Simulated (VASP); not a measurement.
# Zr (P6_3/mmc) in VASP: a series of runs

The runs below take Zr through single point, with PBE.

All numbers are computed with VASP 6.6.1; they aren't measurements. Logs are shortened: lines on timing, memory, paths and dates and some standing lists are left out, and cuts for length are marked.

### Step 1. The cell of the first run

The structure is hexagonal, space group P6_3/mmc (No. 194). The conventional cell has a = 3.167 Å, b = 3.167 Å, c = 5.147 Å, α = 90.00°, β = 90.00°, γ = 120.00°. Zr (site symmetry -6m2) has 12 Zr at 3.16 to 3.17 Å within 4.2 Å.

### Step 2. Single point, PBE (equal xx and yy strain of -2 %)

Contents of INCAR:

```
SYSTEM = Zr
PREC = Accurate
ENCUT = 520
EDIFF = 1E-6
ISMEAR = -1
SIGMA = 0.08
LREAL = .False.
LASPH = .True.
NELM = 60
ALGO = Normal
ISIF = 2
LWAVE = .False.
LCHARG = .False.
GGA = PE
NBANDS = 19
```

Contents of KPOINTS:

```
regular mesh
0
Gamma
  13 13 7
  0 0 0
```

Contents of POSCAR:

```
Zr
1.0
    3.1673582580      0.0000000000      0.0000000000
   -1.5836791290      2.7430127143      0.0000000000
    0.0000000000      0.0000000000      5.1470000000
Zr
2
Direct
    0.3333333333      0.6666666667      0.2500000000
    0.6666666667      0.3333333333      0.7500000000
```

Potentials or basis: VASP PAW PBE potentials, release 64 (Zr_sv).

The run is started by

```
> cat potpaw_PBE.64/Zr_sv/POTCAR > POTCAR
> mpirun -np 1 vasp_std > vasp.out
```

OUTCAR:

```text
SYSTEM = Zr
   PREC = Accurate
   ENCUT = 520
   EDIFF = 1E-6
   ISMEAR = -1
   LREAL = .False.
   LASPH = .True.
   NELM = 60
   ISIF = 2
   GGA = PE

 ion  position               nearest neighbor table
   1  0.333  0.667  0.250-   2 3.16   2 3.16   2 3.16   2 3.16   2 3.16   2 3.16
   2  0.667  0.333  0.750-   1 3.16   1 3.16   1 3.16   1 3.16   1 3.16   1 3.16

  LATTYP: Found a hexagonal cell.
 ALAT       =     3.1673582580
 C/A-ratio  =     1.6250135225

  Lattice vectors:

 A1 = (   3.1673582580,   0.0000000000,   0.0000000000)
 A2 = (  -1.5836791290,   2.7430127143,   0.0000000000)
 A3 = (   0.0000000000,   0.0000000000,   5.1470000000)

Analysis of symmetry for initial positions (statically):
=====================================================================
 Subroutine PRICEL returns:
 Original cell was already a primitive cell.

 Routine SETGRP: Setting up the symmetry group for a
 hexagonal supercell.

 Subroutine GETGRP returns: Found 24 space group operations
 (whereof 12 operations were pure point group operations)
 out of a pool of 24 trial point group operations.

The static configuration has the point symmetry D_3d.
 The point group associated with its full space group is D_6h.

Analysis of symmetry for dynamics (positions and initial velocities):
=====================================================================
 Subroutine PRICEL returns:
 Original cell was already a primitive cell.

 Routine SETGRP: Setting up the symmetry group for a
 hexagonal supercell.

 Subroutine GETGRP returns: Found 24 space group operations
 (whereof 12 operations were pure point group operations)
 out of a pool of 24 trial point group operations.

The dynamic configuration has the point symmetry D_3d.
 The point group associated with its full space group is D_6h.

 Subroutine INISYM returns: Found 24 space group operations
 (whereof 12 operations are pure point group operations),
 and found     1 'primitive' translations

----------------------------------------------------------------------------------------

                                     Primitive cell

  volume of cell :      44.7177

  direct lattice vectors                    reciprocal lattice vectors
     3.167358258  0.000000000  0.000000000     0.315720521  0.182281328  0.000000000
    -1.583679129  2.743012714  0.000000000     0.000000000  0.364562656  0.000000000
     0.000000000  0.000000000  5.147000000     0.000000000  0.000000000  0.194287935

  length of vectors
     3.167358258  3.167358258  5.147000000     0.364562656  0.364562656  0.194287935

  position of ions in fractional coordinates (direct lattice)
     0.333333333  0.666666667  0.250000000
     0.666666667  0.333333333  0.750000000

  ion indices of the primitive-cell ions
   primitive index   ion index
                 1           1
                 2           2

----------------------------------------------------------------------------------------

 KPOINTS: regular mesh

Automatic generation of k-mesh.
 Grid dimensions read from file:
 generate k-points for:   13   13    7

 Generating k-lattice:

  Cartesian coordinates                     Fractional coordinates (reciprocal lattice)
     0.024286194  0.014021641  0.000000000     0.076923077  0.000000000  0.000000000
     0.000000000  0.028043281  0.000000000     0.000000000  0.076923077  0.000000000
     0.000000000  0.000000000  0.027755419     0.000000000  0.000000000  0.142857143

  Length of vectors
     0.028043281  0.028043281  0.027755419

  Shift w.r.t. Gamma in fractional coordinates (k-lattice)
     0.000000000  0.000000000  0.000000000

 Subroutine IBZKPT returns following result:
 ===========================================

 Found     84 irreducible k-points:

 Following reciprocal coordinates:
            Coordinates               Weight
  0.000000  0.000000  0.000000      1.000000
  0.076923  0.000000  0.000000      6.000000
  0.153846  0.000000  0.000000      6.000000
  0.230769  0.000000  0.000000      6.000000
  0.307692  0.000000  0.000000      6.000000
  0.384615  0.000000  0.000000      6.000000
[... 16 lines left out ...]
  0.076923  0.000000  0.142857     12.000000
  0.153846  0.000000  0.142857     12.000000
 [... further k-points ...]
   k-points           NKPTS =     84   k-points in BZ     NKDIM =     84   number of bands    NBANDS=     19
   number of dos      NEDOS =    301   number of ions     NIONS =      2
   total plane-waves  NPLWV =  23040
   dimension x,y,z NGX =    24 NGY =   24 NGZ =   40
   dimension x,y,z NGXF=    48 NGYF=   48 NGZF=   80
   ions per type =               2
   NGX,Y,Z   is equivalent  to a cutoff of  12.60, 12.60, 12.92 a.u.
   NGXF,Y,Z  is equivalent  to a cutoff of  25.19, 25.19, 25.84 a.u.
 SYSTEM =  Zr
   PREC   = accura    normal or accurate (medium, high low for compatibility)
   ISTART =      0    job   : 0-new  1-cont  2-samecut
   ICHARG =      2    charge: 1-file 2-atom 10-const
   ISPIN  =      1    spin polarized calculation?
   LNONCOLLINEAR =      F non collinear calculations
   LSORBIT =      F    spin-orbit coupling
   LASPH  =      T    aspherical Exc in radial PAW
   ENCUT  =  520.0 eV  38.22 Ry    6.18 a.u.   5.89  5.89  9.57*2*pi/ulx,y,z
   NELM   =     60;   NELMIN=  2; NELMDL= -5     # of ELM steps
   EDIFF  = 0.1E-05   stopping-criterion for ELM
   LREAL  =      F    real-space projection
   EDIFFG = 0.1E-04   stopping-criterion for IOM
   NSW    =      0    number of steps for IOM
   IBRION =     -1    ionic relax: 0-MD 1-quasi-New 2-CG
   NFREE  =      0    steps in history (QN), initial steepest desc. (CG)
   ISIF   =      2    stress and relaxation
   ISYM   =      2    0-nonsym 1-usesym 2-fastsym
   POTIM  = 0.5000    time-step for ionic-motion
   TEBEG  =    0.0;   TEEND  =   0.0 temperature during run
   PSTRESS=    0.0 pullay stress
   NELECT =      24.0000    total number of electrons
   NUPDOWN=      -1.0000    fix difference up-down
   EMIN   =  10.00;   EMAX   =-10.00  energy-range for DOS
   EFERMI =   0.00;   METHOD = LEGACY
   ISMEAR =    -1;   SIGMA  =   0.08  broadening in eV -4-tet -1-fermi 0-gaus
   EFERMI_NEDOS =   21; number of points for ismear=-14 and -15
   IALGO  =     38    algorithm
   IMIX   =      4    mixing-type and parameters
     AMIX     =   0.40;   BMIX     =  1.00
     AMIX_MAG =   1.60;   BMIX_MAG =  1.00
  volume/ion in A,a.u.               =      22.36       150.88
  Fermi-wavevector in a.u.,A,eV,Ry     =   1.330410  2.514110 24.082188  1.769991
  Thomas-Fermi vector in A             =   2.459499
   LORBIT       =      0    0 simple, 1 ext, 2 COOP (PROOUT), +10 PAW based schemes
   GGA     = PE    functional components
   LHFCALC =     F    Hartree Fock is set to
   AEXX    =    0.0000 exact exchange contribution
   IVDW    =     0    specifies the selected vdW correction
   LEPSILON=     F    determine dielectric tensor
   LRPA    =     F    only Hartree local field effects (RPA)
 non-spin polarized calculation
  energy-cutoff  :      520.00
  volume of cell :       44.72
 maximum number of plane-waves:      1221
 NGX is ok and might be reduce to    24
   NGX = 11   NGY = 11   NGZ = 19

 number of electron      24.0000000 magnetization

 Free energy of the ion-electron system (eV)
  ---------------------------------------------------
  ext. energy  EPLUGINS =         0.00000000
  ---------------------------------------------------
  free energy    TOTEN  =       -17.03204207 eV

  energy without entropy =      -16.98768080  energy(sigma->0) =      -17.00986143

 E-fermi :   9.4327     XC(G=0): -11.2665

 val. band max:        9.4127937529   @ k =   0.0769   0.0000   0.4286
 cond. band min:       9.4367523460   @ k =   0.3077   0.2308   0.2857
 fundamental gap:      0.0239585931
 Fermi energy:         9.4326998628

 k-point     1 :       0.0000    0.0000    0.0000
  band No.  band energies     occupation
      1     -39.3010      2.00000
      2     -39.1318      2.00000
      3     -17.8744      2.00000
      4     -16.8908      2.00000
      5     -16.8908      2.00000
      6     -16.7743      2.00000
[... 11 lines left out ...]
     18      11.8160      0.00000
     19      14.1088      0.00000

 k-point     2 :       0.0769    0.0000    0.0000
  band No.  band energies     occupation
      1     -39.2928      2.00000
      2     -39.1279      2.00000
      3     -17.8539      2.00000
      4     -16.9397      2.00000
      5     -16.9062      2.00000
      6     -16.7977      2.00000
[... 11 lines left out ...]
     18      11.6597      0.00000
     19      14.2195      0.00000

 k-point     3 :       0.1538    0.0000    0.0000
  band No.  band energies     occupation
      1     -39.2696      2.00000
      2     -39.1172      2.00000
      3     -17.7947      2.00000
      4     -17.0749      2.00000
      5     -16.9475      2.00000
      6     -16.9340      2.00000
[... 11 lines left out ...]
     18      11.6518      0.00000
     19      14.4516      0.00000

 k-point     4 :       0.2308    0.0000    0.0000
  band No.  band energies     occupation
      1     -39.2356      2.00000
      2     -39.1032      2.00000
      3     -17.7041      2.00000
      4     -17.2645      2.00000
      5     -17.1182      2.00000
      6     -17.0032      2.00000
[... 11 lines left out ...]
     18      12.3678      0.00000
     19      14.6692      0.00000

 k-point     5 :       0.3077    0.0000    0.0000
  band No.  band energies     occupation
      1     -39.1973      2.00000
      2     -39.0903      2.00000
      3     -17.5937      2.00000
      4     -17.4639      2.00000
      5     -17.3050      2.00000
      6     -17.0600      2.00000
[... 11 lines left out ...]
     18      13.2659      0.00000
     19      14.8181      0.00000

 k-point     6 :       0.3846    0.0000    0.0000
  band No.  band energies     occupation
      1     -39.1622      2.00000
      2     -39.0827      2.00000
      3     -17.6270      2.00000
      4     -17.4816      2.00000
      5     -17.4542      2.00000
      6     -17.1057      2.00000
[... 11 lines left out ...]
     18      14.2066      0.00000
     19      14.9000      0.00000

 k-point     7 :       0.4615    0.0000    0.0000
  band No.  band energies     occupation
      1     -39.1396      2.00000
      2     -39.0811      2.00000
      3     -17.7182      2.00000
      4     -17.5365      2.00000
      5     -17.3998      2.00000
      6     -17.1310      2.00000
[... 11 lines left out ...]
     18      14.9631      0.00000
     19      15.2616      0.00000

 k-point     8 :       0.0769    0.0769    0.0000
  band No.  band energies     occupation
      1     -39.2771      2.00000
      2     -39.1206      2.00000
      3     -17.8140      2.00000
      4     -17.0230      2.00000
      5     -16.9574      2.00000
      6     -16.8707      2.00000
[... 256 lines left out ...]
 k-point    20 :       0.3846    0.2308    0.0000
  band No.  band energies     occupation
      1     -39.1124      2.00000
      2     -39.0847      2.00000
      3     -17.6153      2.00000
      4     -17.4411      2.00000
      5     -17.3325      2.00000
      6     -17.2883      2.00000
[... 11 lines left out ...]
     18      14.3137      0.00000
     19      16.3256      0.00000

 k-point    21 :       0.3077    0.3077    0.0000
  band No.  band energies     occupation
      1     -39.1045      2.00000
      2     -39.0882      2.00000
      3     -17.5687      2.00000
      4     -17.4266      2.00000
      5     -17.3632      2.00000
      6     -17.2498      2.00000
[... 11 lines left out ...]
     18      14.2239      0.00000
     19      16.3668      0.00000

 k-point    22 :       0.0000    0.0000    0.1429
  band No.  band energies     occupation
      1     -39.2928      2.00000
      2     -39.1403      2.00000
      3     -17.8235      2.00000
      4     -16.8838      2.00000
      5     -16.8838      2.00000
      6     -16.8329      2.00000
[... 11 lines left out ...]
     18      12.0569      0.00000
     19      14.1460      0.00000

 k-point    23 :       0.0769    0.0000    0.1429
  band No.  band energies     occupation
      1     -39.2848      2.00000
      2     -39.1362      2.00000
      3     -17.8053      2.00000
      4     -16.9316      2.00000
      5     -16.8987      2.00000
      6     -16.8608      2.00000
[... 11 lines left out ...]
     18      11.9366      0.00000
     19      14.2353      0.00000

 k-point    24 :       0.1538    0.0000    0.1429
  band No.  band energies     occupation
      1     -39.2621      2.00000
      2     -39.1249      2.00000
      3     -17.7541      2.00000
      4     -17.0636      2.00000
      5     -16.9761      2.00000
      6     -16.9390      2.00000
[... 11 lines left out ...]
     18      11.8070      0.00000
     19      14.4175      0.00000

 [... further k-points ...]

------------------------ aborting loop because EDIFF is reached ----------------------------------------

  FORCE on cell =-STRESS in cart. coord.  units (eV):
  Direction    XX          YY          ZZ          XY          YZ          ZX
  --------------------------------------------------------------------------------------
  -------------------------------------------------------------------------------------
  Total        1.3352203      1.3352203      1.0940983     -0.0000000     -0.0000000      0.0000000
  in kB       47.8392476     47.8392476     39.2001535     -0.0000000     -0.0000000      0.0000000
  external PRESSURE =      44.9595496 kB  Pullay stress =       0.0000000 kB

 VOLUME and BASIS-vectors are now :
 -----------------------------------------------------------------------------
  energy-cutoff  :      520.00
  volume of cell :       44.72
      direct lattice vectors                 reciprocal lattice vectors
     3.167358258  0.000000000  0.000000000     0.315720521  0.182281328  0.000000000
    -1.583679129  2.743012714  0.000000000     0.000000000  0.364562656  0.000000000
     0.000000000  0.000000000  5.147000000     0.000000000  0.000000000  0.194287935

 POSITION                                       TOTAL-FORCE (eV/Angst)
 -----------------------------------------------------------------------------------
     -0.00000      1.82868      1.28675         0.000000      0.000000      0.000000
      1.58368      0.91434      3.86025        -0.000000      0.000000      0.000000
 -----------------------------------------------------------------------------------
    total drift:                               -0.000000      0.000000     -0.000000

  FREE ENERGIE OF THE ION-ELECTRON SYSTEM (eV)
  ---------------------------------------------------
  free  energy   TOTEN  =       -17.0320420652 eV

  energy  without entropy=      -16.9876807960  energy(sigma->0) =      -17.00986143
```

Wall time 20 s (1 thread of Intel Xeon 6975P-C (Granite Rapids), shared host); peak memory 0.19 GiB.

What came out:

| Property | Result |
| --- | --- |
| Free energy | -17.0320 eV |
| Pressure | 4.5 GPa |
| Band gap on the k mesh | zero (bands 12 and 13 overlap by 1.11 eV) |

Stress tensor (GPa, compression positive):
```
4.78 0.00 0.00
0.00 4.78 0.00
0.00 0.00 3.92
```

Caveat: the cell differs from its parent crystal (equal xx and yy strain of -2 %); the cell stands under pressure.

### Step 3. Single point, PBE (equal xx and yy strain of +1 %)

Contents of INCAR:

```
SYSTEM = Zr
PREC = Accurate
ENCUT = 520
EDIFF = 1E-7
ISMEAR = -1
SIGMA = 0.08
LREAL = .FALSE.
LASPH = .TRUE.
NELM = 100
ALGO = Normal
ISIF = 2
LWAVE = .FALSE.
LCHARG = .FALSE.
GGA = PE
NBANDS = 19
```

Contents of KPOINTS:

```
regular mesh
0
G
  13 13 7
  0 0 0
```

Contents of POSCAR:

```
Zr
1.0
    3.2643182047      0.0000000000      0.0000000000
   -1.6321591023      2.8269824913      0.0000000000
    0.0000000000      0.0000000000      5.1470000000
Zr
2
Direct
    0.3333333333      0.6666666667      0.2500000000
    0.6666666667      0.3333333333      0.7500000000
```

Potentials or basis: VASP PAW PBE potentials, release 64 (Zr_sv).

The run is started by

```
> cat potpaw_PBE.64/Zr_sv/POTCAR > POTCAR
> mpirun -np 1 vasp_std > vasp.out
```

Run time: 24 s. Hardware: 1 thread of Intel Xeon 6975P-C (Granite Rapids), shared host; peak memory 0.19 GiB.

Results (log left out):

```yaml
Free_energy: -17.0574 eV
Pressure: -1.3 GPa
Band_gap_on_the_k_mesh: zero (bands 12 and 13 overlap by 1.09 eV)
```

Stress tensor (GPa, compression positive):
```
-1.76  0.00  0.00
 0.00 -1.76  0.00
 0.00  0.00 -0.35
```

Levels at points of the mesh, in eV from the Fermi level:
| k point | band 9 | band 10 | band 11 | band 12 | band 13 | band 14 | band 15 | band 16 |
| --- | --- | --- | --- | --- | --- | --- | --- | --- |
| (0.00, 0.00, 0.00) | -5.62 | -2.97 | 0.85 | 0.85 | 1.09 | 1.18 | 1.54 | 1.54 |

Caveat: the cell differs from its parent crystal (equal xx and yy strain of +1 %).

### Step 4. Single point, PBE (equal xx and yy strain of +3 %)

Contents of INCAR:

```
SYSTEM = Zr
ALGO = Normal
EDIFF = 1E-7
ENCUT = 520
GGA = PE
ISIF = 2
ISMEAR = -1
LASPH = .True.
LCHARG = .True.
LELF = .True.
LREAL = .False.
LVHAR = .True.
LWAVE = .False.
NBANDS = 19
NELM = 80
PREC = Accurate
SIGMA = 0.08
```

Contents of KPOINTS:

```
k-points
0
Gamma
  13 13 7
  0 0 0
```

Contents of POSCAR:

```
Zr
1.0
    3.3289581692      0.0000000000      0.0000000000
   -1.6644790845      2.8829623426      0.0000000000
    0.0000000000      0.0000000000      5.1470000000
Zr
2
Direct
    0.3333333333      0.6666666667      0.2500000000
    0.6666666667      0.3333333333      0.7500000000
```

The run is started by

```
> cat potpaw_PBE.64/Zr_sv/POTCAR > POTCAR
> mpirun -np 1 vasp_std > vasp.out
```

Run time: 36 s. Hardware: 1 thread of Intel Xeon 6975P-C (Granite Rapids), shared host; peak memory 0.21 GiB.

The run converged. Its results:

| Property | Result |
| --- | --- |
| Free energy | -17.0152 eV |
| Pressure | -4.5 GPa |
| Band gap on the k mesh | zero (bands 12 and 13 overlap by 1.13 eV) |

Stress tensor (GPa, compression positive):
```
-5.38  0.00  0.00
 0.00 -5.38  0.00
 0.00  0.00 -2.65
```

Levels at points of the mesh, in eV from the Fermi level:
```tsv
k point	band 9	band 10	band 11	band 12	band 13	band 14	band 15	band 16
(0.00, 0.00, 0.00)	-5.54	-2.86	0.80	0.80	1.20	1.22	1.50	1.50
```

Caveat: the cell differs from its parent crystal (equal xx and yy strain of +3 %); the cell stands under tension.

### Step 5. Single point, PBE (21.88 Å³/atom)

This run uses another cell than the first one, of 21.88 Å³/atom.

Contents of INCAR:

```
  ALGO = Normal
  EDIFF = 1E-7
  ENCUT = 520
  GGA = PE
  ISIF = 2
  ISMEAR = -1
  LASPH = T
  LCHARG = T
  LELF = T
  LREAL = F
  LVHAR = T
  LWAVE = F
  NBANDS = 19
  NELM = 100
  PREC = Accurate
  SIGMA = 0.08
```

Contents of KPOINTS:

```
k-points
0
Gamma
  13 13 7
```

Contents of POSCAR:

```
Zr
1.0
    3.1660205622      0.0000000000      0.0000000000
   -1.5830102810      2.7418542357      0.0000000000
    0.0000000000      0.0000000000      5.0419297016
Zr
2
Direct
    0.3333333333      0.6666666667      0.2500000000
    0.6666666667      0.3333333333      0.7500000000
```

The run is started by

```
> cat potpaw_PBE.64/Zr_sv/POTCAR > POTCAR
> mpirun -np 1 vasp_std > vasp.out
```

Wall time 2 min (1 thread of Intel Xeon 8259CL, shared host); peak memory 0.19 GiB.

Results (log left out):

```
Free energy            : -16.9969 eV
Pressure               : 7.0 GPa
Band gap on the k mesh : zero (bands 12 and 13 overlap by 1.23 eV)
```

Stress tensor (GPa, compression positive):
```
6.60 0.00 0.00
0.00 6.60 0.00
0.00 0.00 7.87
```

Levels at points of the mesh, in eV from the Fermi level:
```csv
k point,band 8,band 9,band 10,band 11,band 12,band 13,band 14,band 15,band 16,band 17
"(0.00, 0.00, 0.00)",-26.13,-5.75,-3.20,0.87,0.87,1.05,1.44,1.63,1.63,2.26
```

Caveat: the cell stands under pressure.

### Step 6. The runs side by side

| cell | gap on the mesh (eV) | pressure (GPa) |
| --- | --- | --- |
| a = 3.167, b = 3.167, c = 5.147 Å, angles 90.0, 90.0, 120.0°, 2 atoms | none | 4.5 |
| a = 3.264, b = 3.264, c = 5.147 Å, angles 90.0, 90.0, 120.0°, 2 atoms | none | -1.3 |
| a = 3.329, b = 3.329, c = 5.147 Å, angles 90.0, 90.0, 120.0°, 2 atoms | none | -4.5 |
| a = 3.166, b = 3.166, c = 5.042 Å, angles 90.0, 90.0, 120.0°, 2 atoms | none | 7.0 |

Alike in all rows: task single point; level PBE; potentials or basis VASP PAW PBE potentials, release 64 (Zr_sv); no spin polarisation; k mesh 13 × 13 × 7; cutoff (eV) 520; smearing fermi-dirac 0.08 eV.

Caveats: the cell stands under pressure (at least some runs); the cell stands under tension (at least some runs).

Total energies depend on the potentials used, so only differences within one code and one set of settings carry meaning.
